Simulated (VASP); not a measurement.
Si: single point with r2SCAN

Si:

```
Si
1.0
     2.73222    0.00000    0.00000
    -1.36611    2.36617    0.00000
     0.00000    0.00000    4.39361
Si
2
Cartesian
  0.0000 1.5774 1.0984
  1.3661 0.7887 3.2952
```

This cell differs from its parent crystal: strain +0.025 along x and y, -0.025 along z.

| Quantity | Value |
| --- | --- |
| Program | VASP 6.6.1 |
| Task | single point |
| Functional | r2SCAN |
| Potentials or basis | VASP PAW PBE potentials, release 64 (Si) |
| Cutoff | 520 eV |
| k mesh | 24 × 24 × 10 |
| Occupations | gaussian, width 0.15 eV |
| Spin | no spin polarisation |

- Pressure: -2.9 GPa
- Band gap on the k mesh: zero (bands 4 and 5 overlap by 12.68 eV)

Stress tensor (GPa, compression positive):
```
-3.93  0.00  0.00
 0.00 -3.93  0.00
 0.00  0.00 -0.93
```

Levels at points of the mesh, in eV from the Fermi level:
```tsv
k point	band 1	band 2	band 3	band 4	band 5	band 6	band 7	band 8
(0.00, 0.00, 0.00)	-15.56	-7.85	-7.52	8.57	8.57	10.08	10.08	12.46
(0.50, 0.00, 0.00)	-9.11	-8.39	-1.85	-1.44	-0.98	-0.04	3.25	5.70
(0.00, 0.00, 0.50)	-13.56	-13.56	1.73	1.73	10.13	10.13	10.13	10.13
(0.50, 0.00, 0.50)	-7.19	-7.19	-6.43	-6.43	5.00	5.00	6.54	6.54
```

It took 4.1 min on 1 thread of Intel Xeon 8259CL, on a shared host, peak memory 0.21 GiB.

Caveat: the cell differs from its parent crystal (strain +0.025 along x and y, -0.025 along z); the PAW data sets were made with another functional, which shifts forces and pressure a little.
